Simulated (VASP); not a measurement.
Input of a VASP 6.6.1 run:

INCAR

```
SYSTEM = Al
PREC = Accurate ; ENCUT = 450
EDIFF = 1E-7 ; ISMEAR = -1
SIGMA = 0.05 ; LREAL = .FALSE.
LASPH = .TRUE. ; NELM = 120
ALGO = Normal ; ISIF = 2
LWAVE = .FALSE. ; LCHARG = .FALSE.
LDIPOL = .TRUE. ; IDIPOL = 3
DIPOL = 0.5 0.5 0.500 ; IBRION = 2
NSW = 60 ; EDIFFG = -0.01
GGA_COMPAT = .FALSE. ; NELMIN = 4
NELMDL = -8
```

The input KPOINTS:

```
regular mesh
0
G
  13 9 1
  0 0 0
```

File POSCAR:

```
Al
1.0
    2.8168008949      0.0000000000      0.0000000000
    0.0000000000      3.9835580280      0.0000000000
    0.0000000000      0.0000000000     21.6336000000
Al
5
Direct
    0.0000000000      0.0000000000      0.3697950923
    0.5000000000      0.5000000000      0.4348975459
    0.0000000000      0.0000000000      0.5000000000
    0.5000000000      0.5000000000      0.5651024541
    0.0000000000      0.0000000000      0.6302049077
```

Potentials or basis: VASP PAW LDA potentials, release 64 (Al).

Launch:

```bash
$ cat potpaw_LDA.64/Al/POTCAR > POTCAR
$ mpirun -np 1 vasp_std > vasp.out
```

(1) Predict the band gap on the k mesh.

(2) Predict the energy gained by relaxing.

## Answers

(1) zero (an odd number of electrons rules out a gap without spin polarisation).

(2) 8.0 meV/atom.
